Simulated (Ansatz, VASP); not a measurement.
This is a calculation of Nb for Ansatz 0.2.0.

File input.yaml:

```yaml
crystal:
  lattice:
    - [0.0, 2.1290070307, 2.1290070307]
    - [2.1290070307, 0.0, 2.1290070307]
    - [2.1290070307, 2.1290070307, 0.0]
  atoms:
    - { symbol: Nb, position: [0.0, 0.0, 0.0] }
kpoints:
  mp_grid: { grid: [11, 11, 11] }
scf:
  occupations: { method: fermi_dirac, width: 0.05 }
hamiltonian:
  xc: lda
  pseudopotentials: { kind: all_electron, lapw: { basis_error: 0.001 } }
output:
  forces: true
  stress: true
  eigenvalues: true
```

Potentials or basis: all-electron LAPW, scalar-relativistic.

The run is started by

```sh
$ ansatz run input.yaml --threads 1 --pin off --max-ram 3072MiB --backend cpu --events-out ev --progress --plain --runs-dir out
```

Task: Set up the same calculation for VASP 6.6.1. Potentials there: VASP PAW LDA potentials, release 64 (Nb_sv).

Result: As run (the cutoff follows the program's own potentials):

Contents of INCAR:

```
SYSTEM = Nb
  PREC = Accurate
  ENCUT = 520
  EDIFF = 1E-6
  ISMEAR = -1
  SIGMA = 0.05
  LREAL = .FALSE.
  LASPH = .TRUE.
  NELM = 80
  ALGO = Normal
  ISIF = 2
  LWAVE = .FALSE.
  LCHARG = .FALSE.
  GGA = CA
  NBANDS = 12
```

Contents of KPOINTS:

```
regular mesh
0
G
  11 11 11
  0 0 0
```

POSCAR

```
Nb
1.0
    0.0000000000      2.1290070307      2.1290070307
    2.1290070307      0.0000000000      2.1290070307
    2.1290070307      2.1290070307      0.0000000000
Nb
1
Direct
    0.0000000000      0.0000000000      0.0000000000
```

Potentials or basis: VASP PAW LDA potentials, release 64 (Nb_sv).

Run with:

```console
$ cat potpaw_LDA.64/Nb_sv/POTCAR > POTCAR
$ mpirun -np 1 vasp_std > vasp.out
```

Both were run:

|  | VASP | Ansatz | Ansatz less VASP |
| --- | --- | --- | --- |
| gap on the k mesh at the Fermi level (eV) | none | none | - |
| pressure (GPa) | -13.8 | -13.7 | +0.12 |

LDA's correlation is that of Perdew and Zunger in VASP and of Perdew and Wang (1992) in Ansatz. A gap of «none» marks a metal or a gap that the smearing closes. Ansatz ran all-electron here, and VASP with PAW potentials.
